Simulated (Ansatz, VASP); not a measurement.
**Two plane-wave programs on Zr3Bi2F3**

Contents of INCAR:

```
SYSTEM = Zr3Bi2F3
PREC = Accurate
ENCUT = 520
EDIFF = 1E-7
ISMEAR = 0
SIGMA = 0.1
LREAL = .FALSE.
LASPH = .TRUE.
NELM = 100
ALGO = Normal
ISIF = 2
LWAVE = .FALSE.
LCHARG = .FALSE.
GGA = PE
NBANDS = 54
```

File KPOINTS:

```
regular mesh
0
G
  3 3 3
  0 0 0
```

The input POSCAR:

```
Zr3Bi2F3
1.0
    3.7310281400      2.1541101000      3.0277721300
   -3.7310281400      2.1541101000      3.0277721300
    0.0000000000     -4.3082202100      3.0277721300
Zr Bi F
3 2 3
Direct
    0.2462499900      0.7537500100      0.5000000000
    0.7537500100      0.5000000000      0.2462499900
    0.5000000000      0.2462499900      0.7537500100
    0.7518919700      0.7518919700      0.7518919700
    0.2481080300      0.2481080300      0.2481080300
    0.2497190100      0.7502809900      0.0000000000
    0.7502809900      0.0000000000      0.2497190100
    0.0000000000      0.2497190100      0.7502809900
```

Input for Ansatz:

```yaml
crystal:
  lattice:
    - [3.73102814, 2.1541101, 3.02777213]
    - [-3.73102814, 2.1541101, 3.02777213]
    - [0.0, -4.30822021, 3.02777213]
  atoms:
    - { symbol: Zr, position: [0.24624999, 0.75375001, 0.5] }
    - { symbol: Zr, position: [0.75375001, 0.5, 0.24624999] }
    - { symbol: Zr, position: [0.5, 0.24624999, 0.75375001] }
    - { symbol: Bi, position: [0.75189197, 0.75189197, 0.75189197] }
    - { symbol: Bi, position: [0.24810803, 0.24810803, 0.24810803] }
    - { symbol: F, position: [0.24971901, 0.75028099, 0.0] }
    - { symbol: F, position: [0.75028099, 0.0, 0.24971901] }
    - { symbol: F, position: [0.0, 0.24971901, 0.75028099] }
basis:
  ecutwfc: 420
kpoints:
  mp_grid: { grid: [3, 3, 3] }
hamiltonian:
  xc: pbe
scf:
  occupations: { method: gaussian, width: 0.1 }
  lower_state_search: "off"
output:
  forces: true
  stress: true
  eigenvalues: true
```

Change from the starting cell: species swapped into the Nb3Al2Mo3 type (R32, No. 155).

Alike in both runs: task single point; functional PBE; k mesh 3 × 3 × 3; occupations gaussian, width 0.1 eV; no spin polarisation.

|  | VASP | Ansatz |
| --- | --- | --- |
| version | VASP 6.6.1 | Ansatz 0.2.0 |
| potentials or method | VASP PAW PBE potentials, release 64 (Zr_sv, Bi_d, F), cutoff 520 eV | scalar-relativistic, plane waves, PAW |
| valence electrons in the cell | 87 | 87 |

|  | VASP | Ansatz | Ansatz less VASP |
| --- | --- | --- | --- |
| gap on the k mesh at the Fermi level (eV) | none | none | - |
| pressure (GPa) | 6.9 | 7.0 | +0.13 |
| traceless stress, the component that is largest in VASP (GPa) | 2.39 | 2.38 | -0.012 |
| rms of the force components (eV/Å) | 0.133 | 0.132 | -0.0008 |

Atom by atom the forces differ by 0.002 eV/Å (rms over components). A gap of «none» marks a metal or a gap that the smearing closes. The functional is the same, so the differences come from potentials, cutoffs and numerics.

The k mesh is coarse, so the values compare programs but aren't converged. Neither program's run includes spin-orbit coupling.
